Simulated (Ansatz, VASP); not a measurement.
# Sn in VASP and in Ansatz

File INCAR:

```
SYSTEM = Sn
PREC = Accurate
ENCUT = 520
EDIFF = 1E-8
ISMEAR = -1
SIGMA = 0.03
LREAL = .FALSE.
LASPH = .TRUE.
NELM = 60
ALGO = Normal
ISIF = 2
LWAVE = .FALSE.
LCHARG = .FALSE.
GGA = PE
LEFG = .TRUE.
NBANDS = 21
```

The input KPOINTS:

```
Automatic mesh
0
G
  9 9 9
  0 0 0
```

The input POSCAR:

```
Sn
1.0
    0.0000000000      3.2456000000      3.2456000000
    3.2456000000      0.0000000000      3.2456000000
    3.2456000000      3.2456000000      0.0000000000
Sn
2
Direct
    0.5000000000      0.5000000000      0.5000000000
    0.7500000000      0.7500000000      0.7500000000
```

Input for Ansatz:

```yaml
crystal:
  lattice:
    - [0.0, 3.2456, 3.2456]
    - [3.2456, 0.0, 3.2456]
    - [3.2456, 3.2456, 0.0]
  atoms:
    - { symbol: Sn, position: [0.5, 0.5, 0.5] }
    - { symbol: Sn, position: [0.75, 0.75, 0.75] }
kpoints:
  mp_grid: { grid: [9, 9, 9] }
  band_path:
    path:
      - [0.0, 0.0, 0.0]
      - [0.5, 0.0, 0.5]
      - [0.625, 0.25, 0.625]
      - [0.375, 0.375, 0.75]
      - [0.0, 0.0, 0.0]
      - [0.5, 0.5, 0.5]
      - [0.5, 0.25, 0.75]
      - [0.5, 0.0, 0.5]
    npoints: 14
scf:
  occupations: { method: fermi_dirac, width: 0.03 }
hamiltonian:
  xc: pbe
  pseudopotentials: { kind: paw }
output:
  forces: true
  stress: true
  eigenvalues: true
  efg: { contact_densities: true }
  populations: true
  bader: true
  dos: { projected: true, de: 0.2, e_range: [-14, 8] }
  write_density: true
  write_potential: true
  elf: true
  volumetric_format: npy
```

Alike in both runs: task electric field gradients; functional PBE; k mesh 9 × 9 × 9; occupations fermi-dirac, width 0.03 eV; no spin polarisation.

```csv
,VASP,Ansatz
version,VASP 6.6.1,Ansatz 0.2.0
potentials or method,"VASP PAW PBE potentials, release 64 (Sn_d)","PAW with Ansatz's default frozen-core files, scalar-relativistic"
plane-wave cutoff (eV),520,420
valence electrons in the cell,28,28
```

|  | VASP | Ansatz | Ansatz less VASP |
| --- | --- | --- | --- |
| pressure (GPa) | 3.1 | 3.2 | +0.06 |
